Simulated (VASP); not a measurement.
Set up this calculation in VASP 6.6.1, as the native input.

```
Task                   : relaxation of cell and atoms
Functional             : PBE
Potentials or basis    : VASP PAW PBE potentials, release 64 (Zr_sv)
Cutoff                 : 600 eV
k mesh                 : 15 × 15 × 8
Occupations            : fermi-dirac, width 0.05 eV
Spin                   : no spin polarisation
Dipole correction      : no
Further INCAR settings : ALGO = Normal; EDIFF = 1e-07; IBRION = 2; EDIFFG = -0.005; NSW = 60; ISIF = 3
```

The structure of Zr lies in POSCAR:

```
Zr
1.0
    3.2191838095      0.0000000000      0.0000000000
   -1.6095919048      2.7878949585      0.0000000000
    0.0000000000      0.0000000000      5.2150777714
Zr
2
Direct
    0.3333333333      0.6666666667      0.2500000000
    0.6666666667      0.3333333333      0.7500000000
```

These files were run (other wordings do the same):

INCAR

```
SYSTEM = Zr
ALGO = Normal
EDIFF = 1E-7
EDIFFG = -0.005
ENCUT = 600
GGA = PE
IBRION = 2
ISIF = 3
ISMEAR = -1
LASPH = .TRUE.
LCHARG = .FALSE.
LREAL = .FALSE.
LWAVE = .FALSE.
NELM = 60
NSW = 60
PREC = Accurate
SIGMA = 0.05
```

KPOINTS

```
k-points
0
G
  15 15 8
  0 0 0
```

Potentials or basis: VASP PAW PBE potentials, release 64 (Zr_sv).

Command:

```console
$ cat potpaw_PBE.64/Zr_sv/POTCAR > POTCAR
$ mpirun -np 1 vasp_std > vasp.out
```

Results of the run:

| Quantity | Value |
| --- | --- |
| Relaxed volume | 23.39 Å³/atom |
| Relaxed cell | a = 3.232 Å, b = 3.232 Å, c = 5.172 Å, α = 90.00°, β = 90.00°, γ = 120.00° |
| Space group after relaxing (to 0.1 Å) | P6_3/mmc (No. 194) |
| Energy gained by relaxing | 0.7 meV/atom |
| Ionic steps | 5 |
| Pressure after relaxing | 0.0 GPa |
| Band gap on the k mesh | zero (bands 12 and 13 overlap by 1.18 eV) |

Run time: 8.3 min on 1 thread of Intel Xeon 8259CL, with other jobs on the host, peak memory 0.26 GiB.
